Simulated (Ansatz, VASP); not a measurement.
One calculation of GaAs, two programs

Contents of POSCAR:

```
GaAs
1.0
    0.0000000000      2.8268500000      2.8268500000
    2.8268500000      0.0000000000      2.8268500000
    2.8268500000      2.8268500000      0.0000000000
Ga As
1 1
Direct
    0.0000000000      0.0000000000      0.0000000000
    0.7500000000      0.7500000000      0.7500000000
```

INCAR.step1

```
  ALGO = Normal
  EDIFF = 1E-4
  ENCUT = 600
  GGA = PE
  ISMEAR = 0
  LASPH = True
  LCHARG = False
  LREAL = False
  LWAVE = True
  NELM = 60
  PREC = Accurate
  SIGMA = 0.01
```

File INCAR.step2:

```
  ALGO = Normal
  EDIFF = 1E-7
  EDIFFG = -0.002
  ENCUT = 600
  IBRION = 2
  ISIF = 3
  ISMEAR = 0
  ISTART = 1
  LASPH = True
  LCHARG = False
  LMIXTAU = True
  LREAL = False
  LWAVE = False
  METAGGA = R2SCAN
  NELM = 60
  NSW = 100
  PREC = Accurate
  SIGMA = 0.01
```

KPOINTS

```
k-points
0
Gamma
  12 12 12
```

Input for Ansatz:

```yaml
crystal:
  lattice:
    - [0.0, 2.82685, 2.82685]
    - [2.82685, 0.0, 2.82685]
    - [2.82685, 2.82685, 0.0]
  atoms:
    - { symbol: Ga, position: [0.0, 0.0, 0.0] }
    - { symbol: As, position: [0.75, 0.75, 0.75] }
kpoints:
  mp_grid: { grid: [12, 12, 12] }
scf:
  occupations: { method: fixed }
hamiltonian:
  xc: r2scan
  pseudopotentials: { kind: paw }
relax:
  f_tol: 0.002
  max_steps: 80
  cell: {}
output:
  forces: true
  stress: true
  write_density: true
  write_potential: true
  elf: true
  volumetric_format: npy
```

Alike in both runs: task relaxation of cell and atoms; functional r2SCAN; k mesh 12 × 12 × 12; no spin polarisation.

```csv
,VASP,Ansatz
version,VASP 6.6.1,Ansatz 0.2.0
potentials or method,"VASP PAW PBE potentials, release 64 (Ga_d, As)","PAW with Ansatz's default frozen-core files, scalar-relativistic"
plane-wave cutoff (eV),600,500
occupations,"gaussian, width 0.01 eV",fixed
valence electrons in the cell,18,28
```

```tsv
	VASP	Ansatz	Ansatz less VASP
gap on the k mesh at the Fermi level, each at its own relaxed structure (eV)	0.93	0.96	+0.028
relaxed volume (Å³/atom)	22.77	22.75	-0.024
relaxed cell length with the largest relative difference (Å)	4.008	4.007	-0.0014
```

VASP's potentials were made for PBE, not for r2SCAN. VASP's potentials hold 18 valence electrons a cell and Ansatz's 28, so a difference there can come from the potentials and not from the codes.
